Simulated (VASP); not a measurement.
# ZnS in VASP: a series of runs

The runs below take ZnS through single point, relaxation of cell and atoms, with PBE.

Program: VASP 6.6.1. These are calculated values, not measurements. Logs are shortened: lines on timing, memory, paths and dates and some standing lists are left out, and cuts for length are marked.

## 1. The cell of the first run

The typed cell holds 2 atoms: a = 3.850 Å, b = 3.850 Å, c = 3.850 Å, α = 59.92°, β = 59.92°, γ = 59.92°.

## 2. Single point, PBE

Input file INCAR:

```
SYSTEM = ZnS
PREC = Accurate ; ENCUT = 520
EDIFF = 1E-7 ; ISMEAR = 0
SIGMA = 0.1 ; LREAL = .FALSE.
LASPH = .TRUE. ; NELM = 100
ALGO = Normal ; ISIF = 2
LWAVE = .FALSE. ; LCHARG = .FALSE.
GGA = PE ; NBANDS = 16
```

Input file KPOINTS:

```
regular mesh
0
G
  6 6 6
  0 0 0
```

Input file POSCAR:

```
ZnS
1.0
    1.9229940799      1.1102411479      3.1456369037
   -1.9229940799      1.1102411479      3.1456369037
    0.0000000000     -2.2204823011      3.1456369019
Zn S
1 1
Direct
    0.9998478440      0.9998478440      0.9998478440
    0.7501521560      0.7501521560      0.7501521560
```

Potentials or basis: VASP PAW PBE potentials, release 64 (Zn, S).

On the command line:

```sh
$ cat potpaw_PBE.64/Zn/POTCAR potpaw_PBE.64/S/POTCAR > POTCAR
$ mpirun -np 1 vasp_std > vasp.out
```

OUTCAR:

```text
SYSTEM = ZnS
   PREC = Accurate
   ENCUT = 520
   EDIFF = 1E-7
   ISMEAR = 0
   LREAL = .FALSE.
   LASPH = .TRUE.
   NELM = 100
   ISIF = 2
   GGA = PE

 ion  position               nearest neighbor table
   1  1.000  1.000  1.000-   2 2.36   2 2.36   2 2.36   2 2.36
   2  0.750  0.750  0.750-   1 2.36   1 2.36   1 2.36   1 2.36

  LATTYP: Found a trigonal (rhomboedric) cell.
 ALAT       =     3.8503990920
 COS(alpha) =     0.5011449218

  Lattice vectors:

 A1 = (   1.9229940799,   1.1102411479,   3.1456369037)
 A2 = (  -1.9229940799,   1.1102411479,   3.1456369037)
 A3 = (   0.0000000000,  -2.2204823011,   3.1456369019)

Analysis of symmetry for initial positions (statically):
=====================================================================
 Subroutine PRICEL returns:
 Original cell was already a primitive cell.

 Routine SETGRP: Setting up the symmetry group for a
 trigonal (rhombohedral) supercell.

 Subroutine GETGRP returns: Found  6 space group operations
 (whereof  6 operations were pure point group operations)
 out of a pool of 12 trial point group operations.

The static configuration has the point symmetry C_3v.

Analysis of symmetry for dynamics (positions and initial velocities):
=====================================================================
 Subroutine PRICEL returns:
 Original cell was already a primitive cell.

 Routine SETGRP: Setting up the symmetry group for a
 trigonal (rhombohedral) supercell.

 Subroutine GETGRP returns: Found  6 space group operations
 (whereof  6 operations were pure point group operations)
 out of a pool of 12 trial point group operations.

The dynamic configuration has the point symmetry C_3v.

 Subroutine INISYM returns: Found  6 space group operations
 (whereof  6 operations are pure point group operations),
 and found     1 'primitive' translations

----------------------------------------------------------------------------------------

                                     Primitive cell

  volume of cell :      40.2954

  direct lattice vectors                    reciprocal lattice vectors
     1.922994080  1.110241148  3.145636904     0.260011201  0.150117537  0.105966882
    -1.922994080  1.110241148  3.145636904    -0.260011201  0.150117537  0.105966882
     0.000000000 -2.220482301  3.145636902     0.000000000 -0.300235074  0.105966881

  length of vectors
     3.850399092  3.850399092  3.850399092     0.318386682  0.318386682  0.318386682

  position of ions in fractional coordinates (direct lattice)
     0.999847844  0.999847844  0.999847844
     0.750152156  0.750152156  0.750152156

  ion indices of the primitive-cell ions
   primitive index   ion index
                 1           1
                 2           2

----------------------------------------------------------------------------------------

 KPOINTS: regular mesh

Automatic generation of k-mesh.
 Grid dimensions read from file:
 generate k-points for:    6    6    6

 Generating k-lattice:

  Cartesian coordinates                     Fractional coordinates (reciprocal lattice)
     0.043335200  0.025019589  0.017661147     0.166666667  0.000000000 -0.000000000
    -0.043335200  0.025019589  0.017661147     0.000000000  0.166666667 -0.000000000
     0.000000000 -0.050039179  0.017661147    -0.000000000 -0.000000000  0.166666667

  Length of vectors
     0.053064447  0.053064447  0.053064447

  Shift w.r.t. Gamma in fractional coordinates (k-lattice)
     0.000000000  0.000000000  0.000000000

 Subroutine IBZKPT returns following result:
 ===========================================

 Found     32 irreducible k-points:

 Following reciprocal coordinates:
            Coordinates               Weight
  0.000000  0.000000  0.000000      1.000000
  0.166667 -0.000000 -0.000000      6.000000
  0.333333 -0.000000 -0.000000      6.000000
  0.500000 -0.000000 -0.000000      3.000000
  0.166667  0.166667 -0.000000      6.000000
  0.333333  0.166667  0.000000     12.000000
[... 16 lines left out ...]
  0.500000  0.500000  0.166667      6.000000
 -0.333333  0.500000  0.166667     12.000000
 [... further k-points ...]
   k-points           NKPTS =     32   k-points in BZ     NKDIM =     32   number of bands    NBANDS=     16
   number of dos      NEDOS =    301   number of ions     NIONS =      2
   total plane-waves  NPLWV =  27000
   dimension x,y,z NGX =    30 NGY =   30 NGZ =   30
   dimension x,y,z NGXF=    60 NGYF=   60 NGZF=   60
   ions per type =               1   1
   NGX,Y,Z   is equivalent  to a cutoff of  12.95, 12.95, 12.95 a.u.
   NGXF,Y,Z  is equivalent  to a cutoff of  25.91, 25.91, 25.91 a.u.
 SYSTEM =  ZnS
   PREC   = accura    normal or accurate (medium, high low for compatibility)
   ISTART =      0    job   : 0-new  1-cont  2-samecut
   ICHARG =      2    charge: 1-file 2-atom 10-const
   ISPIN  =      1    spin polarized calculation?
   LNONCOLLINEAR =      F non collinear calculations
   LSORBIT =      F    spin-orbit coupling
   LASPH  =      T    aspherical Exc in radial PAW
   ENCUT  =  520.0 eV  38.22 Ry    6.18 a.u.   7.16  7.16  7.16*2*pi/ulx,y,z
   NELM   =    100;   NELMIN=  2; NELMDL= -5     # of ELM steps
   EDIFF  = 0.1E-06   stopping-criterion for ELM
   LREAL  =      F    real-space projection
   EDIFFG = 0.1E-05   stopping-criterion for IOM
   NSW    =      0    number of steps for IOM
   IBRION =     -1    ionic relax: 0-MD 1-quasi-New 2-CG
   NFREE  =      0    steps in history (QN), initial steepest desc. (CG)
   ISIF   =      2    stress and relaxation
   ISYM   =      2    0-nonsym 1-usesym 2-fastsym
   POTIM  = 0.5000    time-step for ionic-motion
   TEBEG  =    0.0;   TEEND  =   0.0 temperature during run
   PSTRESS=    0.0 pullay stress
   NELECT =      18.0000    total number of electrons
   NUPDOWN=      -1.0000    fix difference up-down
   EMIN   =  10.00;   EMAX   =-10.00  energy-range for DOS
   EFERMI =   0.00;   METHOD = LEGACY
   ISMEAR =     0;   SIGMA  =   0.10  broadening in eV -4-tet -1-fermi 0-gaus
   EFERMI_NEDOS =   21; number of points for ismear=-14 and -15
   IALGO  =     38    algorithm
   IMIX   =      4    mixing-type and parameters
     AMIX     =   0.40;   BMIX     =  1.00
     AMIX_MAG =   1.60;   BMIX_MAG =  1.00
  volume/ion in A,a.u.               =      20.15       135.96
  Fermi-wavevector in a.u.,A,eV,Ry     =   1.251451  2.364900 21.308498  1.566130
  Thomas-Fermi vector in A             =   2.385398
   LORBIT       =      0    0 simple, 1 ext, 2 COOP (PROOUT), +10 PAW based schemes
   GGA     = PE    functional components
   LHFCALC =     F    Hartree Fock is set to
   AEXX    =    0.0000 exact exchange contribution
   IVDW    =     0    specifies the selected vdW correction
   LEPSILON=     F    determine dielectric tensor
   LRPA    =     F    only Hartree local field effects (RPA)
 non-spin polarized calculation
 Gauss-broadening in eV      SIGMA  =   0.10
  energy-cutoff  :      520.00
  volume of cell :       40.30
 maximum number of plane-waves:      1106
 NGX is ok and might be reduce to    30

 number of electron      18.0000008 magnetization

 Free energy of the ion-electron system (eV)
  ---------------------------------------------------
  ext. energy  EPLUGINS =         0.00000000
  ---------------------------------------------------
  free energy    TOTEN  =        -6.84949563 eV

  energy without entropy =       -6.84949563  energy(sigma->0) =       -6.84949563

 E-fermi :   2.3718     XC(G=0):  -9.5299

 val. band max:        1.9180878232   @ k =   0.0000   0.0000   0.0000
 cond. band min:       3.9360817046   @ k =   0.0000   0.0000   0.0000
 fundamental gap:      2.0179938814
 Fermi energy:         2.3717882961

 k-point     1 :       0.0000    0.0000    0.0000
  band No.  band energies     occupation
      1     -11.0806      2.00000
      2      -4.3461      2.00000
      3      -4.3439      2.00000
      4      -4.3439      2.00000
      5      -3.8714      2.00000
      6      -3.8714      2.00000
[... 8 lines left out ...]
     15      13.6514      0.00000
     16      13.6666      0.00000

 k-point     2 :       0.1667   -0.0000   -0.0000
  band No.  band energies     occupation
      1     -10.8854      2.00000
      2      -4.3340      2.00000
      3      -4.3120      2.00000
      4      -4.3104      2.00000
      5      -3.8732      2.00000
      6      -3.8730      2.00000
[... 8 lines left out ...]
     15      12.8806      0.00000
     16      14.5317      0.00000

 k-point     3 :       0.3333   -0.0000   -0.0000
  band No.  band energies     occupation
      1     -10.4446      2.00000
      2      -4.2554      2.00000
      3      -4.2546      2.00000
      4      -4.1730      2.00000
      5      -3.8604      2.00000
      6      -3.8598      2.00000
[... 8 lines left out ...]
     15      13.4811      0.00000
     16      13.7169      0.00000

 k-point     4 :       0.5000   -0.0000   -0.0000
  band No.  band energies     occupation
      1     -10.1907      2.00000
      2      -4.2351      2.00000
      3      -4.2348      2.00000
      4      -3.8431      2.00000
      5      -3.8422      2.00000
      6      -3.6750      2.00000
[... 8 lines left out ...]
     15      15.2520      0.00000
     16      15.2843      0.00000
[... 324 lines left out ...]
 k-point    22 :      -0.1667    0.3333    0.1667
  band No.  band energies     occupation
      1     -10.1396      2.00000
      2      -4.2482      2.00000
      3      -4.1728      2.00000
      4      -4.0570      2.00000
      5      -3.8487      2.00000
      6      -3.7961      2.00000
[... 8 lines left out ...]
     15      15.7710      0.00000
     16      16.3856      0.00000

 k-point    23 :       0.5000    0.5000    0.1667
  band No.  band energies     occupation
      1      -9.9770      2.00000
      2      -4.2971      2.00000
      3      -4.0726      2.00000
      4      -4.0338      2.00000
      5      -3.8191      2.00000
      6      -3.6942      2.00000
[... 8 lines left out ...]
     15      15.4922      0.00000
     16      16.6520      0.00000

 k-point    24 :      -0.3333    0.5000    0.1667
  band No.  band energies     occupation
      1      -9.8888      2.00000
      2      -4.2472      2.00000
      3      -4.0654      2.00000
      4      -3.9793      2.00000
      5      -3.8490      2.00000
      6      -3.5341      2.00000
[... 8 lines left out ...]
     15      15.7477      0.00000
     16      16.6583      0.00000

 [... further k-points ...]

------------------------ aborting loop because EDIFF is reached ----------------------------------------

  FORCE on cell =-STRESS in cart. coord.  units (eV):
  Direction    XX          YY          ZZ          XY          YZ          ZX
  --------------------------------------------------------------------------------------
  -------------------------------------------------------------------------------------
  Total        0.0677116      0.0677116      0.0367490      0.0000000      0.0000000     -0.0000000
  in kB        2.6922685      2.6922685      1.4611698      0.0000000      0.0000000     -0.0000000
  external PRESSURE =       2.2819023 kB  Pullay stress =       0.0000000 kB

 VOLUME and BASIS-vectors are now :
 -----------------------------------------------------------------------------
  energy-cutoff  :      520.00
  volume of cell :       40.30
      direct lattice vectors                 reciprocal lattice vectors
     1.922994080  1.110241148  3.145636904     0.260011201  0.150117537  0.105966882
    -1.922994080  1.110241148  3.145636904    -0.260011201  0.150117537  0.105966882
     0.000000000 -2.220482301  3.145636902     0.000000000 -0.300235074  0.105966881

 POSITION                                       TOTAL-FORCE (eV/Angst)
 -----------------------------------------------------------------------------------
      0.00000     -0.00000      9.43547         0.000000     -0.000000      0.005639
      0.00000     -0.00000      7.07912         0.000000      0.000000     -0.005639
 -----------------------------------------------------------------------------------
    total drift:                               -0.000000      0.000000      0.000010

  FREE ENERGIE OF THE ION-ELECTRON SYSTEM (eV)
  ---------------------------------------------------
  free  energy   TOTEN  =        -6.8494956311 eV

  energy  without entropy=       -6.8494956311  energy(sigma->0) =       -6.84949563
```

Run time: 24 s. Hardware: 1 thread of Intel Xeon Platinum 8259CL at 2.50GHz (Skylake/Cascade Lake), shared host; peak memory 0.17 GiB.

Results:

```
Free energy            : -6.8495 eV
Pressure               : 0.2 GPa
Largest force          : 0.006 eV/Å
Band gap on the k mesh : 2.02 eV
```

Forces on the atoms (eV/Å):
```
Zn   0.000  0.000  0.006
S    0.000  0.000 -0.006
```

## 3. Relaxation of cell and atoms, PBE

Input file INCAR:

```
SYSTEM = ZnS
ALGO     = Normal         ! electronic algorithm
EDIFF    = 1E-6           ! SCF threshold, eV
EDIFFG   = -0.01          ! ionic threshold
ENCUT    = 600            ! plane-wave cutoff, eV
GGA      = PE             ! functional
IBRION   = 2              ! ionic algorithm
ISIF     = 3              ! what is computed and relaxed
ISMEAR   = 0              ! smearing method
LASPH    = .True.         ! aspherical terms in the spheres
LCHARG   = .False.        ! write CHGCAR
LREAL    = .False.        ! projectors in reciprocal space
LWAVE    = .False.        ! write WAVECAR
NELM     = 100            ! most SCF steps
NSW      = 100            ! ionic steps
PREC     = Accurate       ! precision mode
SIGMA    = 0.02           ! smearing width, eV
```

Input file KPOINTS:

```
k-points
0
Gamma
  8 8 8
  0 0 0
```

Input file POSCAR:

```
ZnS
1.0
    0.0000000000      2.7210842551      2.7210842551
    2.7210842551      0.0000000000      2.7210842551
    2.7210842551      2.7210842551      0.0000000000
Zn S
1 1
Direct
    0.5000000000      0.5000000000      0.5000000000
    0.2500000000      0.2500000000      0.2500000000
```

Potentials or basis: VASP PAW PBE potentials, release 64 (Zn, S).

On the command line:

```sh
$ cat potpaw_PBE.64/Zn/POTCAR potpaw_PBE.64/S/POTCAR > POTCAR
$ mpirun -np 1 vasp_std > vasp.out
```

It took 24 s on 1 thread of Intel Xeon Platinum 8259CL at 2.50GHz (Skylake/Cascade Lake), shared host; peak memory 0.19 GiB.

The run converged. Its results:

```yaml
Free_energy: -6.8524 eV
Relaxed_volume: 20.22 Å³/atom
Relaxed_cell: a = 3.853 Å, b = 3.853 Å, c = 3.853 Å, α = 60.00°, β = 60.00°, γ = 60.00°
Space_group_after_relaxing_to_0.1_Å: F-43m (No. 216)
Energy_gained_by_relaxing: 0.0 meV/atom
Ionic_steps: 2
Pressure_after_relaxing: 0.0 GPa
Band_gap_on_the_k_mesh: 2.01 eV
```

Final structure:
```yaml
crystal:
  lattice:
    - [0.00000, 2.72433, 2.72433]
    - [2.72433, 0.00000, 2.72433]
    - [2.72433, 2.72433, 0.00000]
  atoms:
    - { symbol: Zn, position: [0.50000, 0.50000, 0.50000] }
    - { symbol: S, position: [0.25000, 0.25000, 0.25000] }
```

Levels at points of the mesh, in eV from the valence-band top:
| k point | band 7 | band 8 | band 9 | band 10 | band 11 | band 12 |
| --- | --- | --- | --- | --- | --- | --- |
| (0.00, 0.00, 0.00) | 0.00 | 0.00 | 0.00 | 2.01 | 6.41 | 6.41 |
| (0.50, 0.00, 0.00) | -5.13 | -0.83 | -0.83 | 3.26 | 6.94 | 6.94 |
| (0.50, 0.50, 0.00) | -4.46 | -2.13 | -2.13 | 3.46 | 4.07 | 10.81 |

## 4. Single point, PBE

This run uses another cell than the first one: it holds 4 atoms, not 2.

Input file INCAR:

```
ALGO     = Normal         # electronic algorithm
EDIFF    = 1E-6           # SCF threshold, eV
ENCUT    = 520            # plane-wave cutoff, eV
GGA      = PE             # functional
ISIF     = 2              # what is computed and relaxed
ISMEAR   = 0              # smearing method
LASPH    = T              # aspherical terms in the spheres
LCHARG   = F              # write CHGCAR
LREAL    = F              # projectors in reciprocal space
LWAVE    = F              # write WAVECAR
NBANDS   = 26             # bands
NELM     = 80             # most SCF steps
PREC     = Accurate       # precision mode
SIGMA    = 0.1            # smearing width, eV
```

Input file KPOINTS:

```
k-points
0
Gamma
  6 6 6
```

Input file POSCAR:

```
ZnS
1.0
    0.0000000000     -2.7214945947     -2.7214945947
   -2.7214945947      0.0000000000     -2.7214945947
    2.7214945947      2.7214945947     -5.4429891894
Zn S
2 2
Direct
    0.2500000000      0.2500000000      0.2500000000
    0.7500000000      0.7500000000      0.7500000000
    0.6250000000      0.6250000000      0.1250000000
    0.1250000000      0.1250000000      0.6250000000
```

On the command line:

```sh
$ cat potpaw_PBE.64/Zn/POTCAR potpaw_PBE.64/S/POTCAR > POTCAR
$ mpirun -np 1 vasp_std > vasp.out
```

It took 66 s on 1 thread of Intel Xeon Platinum 8259CL at 2.50GHz (Skylake/Cascade Lake), shared host; peak memory 0.22 GiB.

The run converged. Its results:

```yaml
Free_energy: -13.7022 eV
Pressure: 0.2 GPa
Band_gap_on_the_k_mesh: 2.02 eV
```

Levels at points of the mesh, in eV from the valence-band top:
| k point | band 15 | band 16 | band 17 | band 18 | band 19 | band 20 | band 21 | band 22 |
| --- | --- | --- | --- | --- | --- | --- | --- | --- |
| (0.00, 0.00, 0.00) | -0.84 | 0.00 | 0.00 | 0.00 | 2.02 | 3.27 | 6.41 | 6.41 |
| (0.50, 0.00, 0.00) | -2.32 | -2.32 | -1.54 | -1.54 | 4.33 | 4.33 | 5.94 | 5.94 |
| (0.50, 0.50, 0.00) | -2.14 | -2.14 | -0.84 | -0.84 | 3.27 | 3.46 | 4.07 | 6.94 |
| (0.00, 0.00, 0.50) | -0.45 | -0.45 | -0.45 | -0.45 | 3.41 | 3.41 | 6.89 | 6.89 |

A k mesh can miss the band edges.

## 5. Single point, PBE

This run uses another cell than the first one: it holds 4 atoms, not 2.

Input file INCAR:

```
SYSTEM = ZnS
PREC = Accurate
ENCUT = 520
EDIFF = 1E-6
ISMEAR = 0
SIGMA = 0.1
LREAL = .False.
LASPH = .True.
NELM = 80
ALGO = Normal
ISIF = 2
LWAVE = .False.
LCHARG = .False.
GGA = PE
NBANDS = 26
```

Input file KPOINTS:

```
Automatic mesh
0
Gamma
  6 6 6
  0 0 0
```

Input file POSCAR:

```
ZnS
1.0
    0.0000276042     -2.7231252624     -2.7219412105
   -2.7228049113      0.0000879588     -2.7219913437
    2.7212273353      2.7217282158     -5.4425183585
Zn S
2 2
Direct
    0.2500294034      0.2500564438      0.2499628275
    0.7500150592      0.7499298280      0.7499605386
    0.6249849263      0.6250506058      0.1250358496
    0.1249706111      0.1249631224      0.6250407842
```

On the command line:

```sh
$ cat potpaw_PBE.64/Zn/POTCAR potpaw_PBE.64/S/POTCAR > POTCAR
$ mpirun -np 1 vasp_std > vasp.out
```

Run time: 3.2 min. Hardware: 1 thread of Intel Xeon Platinum 8259CL at 2.50GHz (Skylake/Cascade Lake), shared host; peak memory 0.32 GiB.

The run converged. Its results:

* Free energy: -13.7023 eV
* Pressure: 0.1 GPa
* Band gap on the k mesh: 2.02 eV

Levels at points of the mesh, in eV from the valence-band top:
| k point | band 14 | band 15 | band 16 | band 17 | band 18 | band 19 | band 20 | band 21 | band 22 | band 23 |
| --- | --- | --- | --- | --- | --- | --- | --- | --- | --- | --- |
| (0.00, 0.00, 0.00) | -0.84 | -0.84 | 0.00 | 0.00 | 0.00 | 2.01 | 3.26 | 6.41 | 6.41 | 6.41 |
| (0.50, 0.00, 0.00) | -4.38 | -2.32 | -2.32 | -1.54 | -1.54 | 4.32 | 4.32 | 5.94 | 5.94 | 8.11 |
| (0.00, 0.50, 0.00) | -4.38 | -2.32 | -2.32 | -1.54 | -1.54 | 4.32 | 4.32 | 5.94 | 5.94 | 8.11 |
| (0.50, 0.50, 0.00) | -4.47 | -2.14 | -2.14 | -0.84 | -0.83 | 3.26 | 3.45 | 4.07 | 6.93 | 6.94 |
| (0.00, 0.00, 0.50) | -2.78 | -0.45 | -0.45 | -0.45 | -0.45 | 3.40 | 3.40 | 6.89 | 6.89 | 7.02 |
| (0.50, 0.00, 0.50) | -4.47 | -2.14 | -2.14 | -0.84 | -0.83 | 3.26 | 3.46 | 4.07 | 6.94 | 6.94 |
| (0.00, 0.50, 0.50) | -4.47 | -2.14 | -2.14 | -0.84 | -0.83 | 3.27 | 3.46 | 4.07 | 6.94 | 6.94 |
| (0.50, 0.50, 0.50) | -4.38 | -2.32 | -2.32 | -1.54 | -1.54 | 4.32 | 4.32 | 5.94 | 5.94 | 8.11 |

## 6. Overview

```tsv
task	cell	k mesh	cutoff (eV)	smearing	gap on the mesh (eV)	pressure (GPa)
single point	a = 3.850 Å, angles 59.9°, 2 atoms, atomic positions A	6 × 6 × 6	520	gaussian 0.1 eV	2.02	0.2
relaxation of cell and atoms	relaxed from a = 3.848 Å, angles 60.0°, 2 atoms, atomic positions A	8 × 8 × 8	600	gaussian 0.02 eV	2.01	0.0
single point	a = 3.849, b = 3.849, c = 6.666 Å, angles 73.2, 73.2, 60.0°, 4 atoms, atomic positions B	6 × 6 × 6	520	gaussian 0.1 eV	2.02	0.2
single point	a = 3.850, b = 3.850, c = 6.666 Å, angles 73.2, 73.2, 60.0°, 4 atoms, atomic positions B	6 × 6 × 6	520	gaussian 0.1 eV	2.02	0.1
```

Alike in all rows: level PBE; potentials or basis VASP PAW PBE potentials, release 64 (Zn, S); no spin polarisation.

Absolute energies hang on the potentials; compare differences alone.
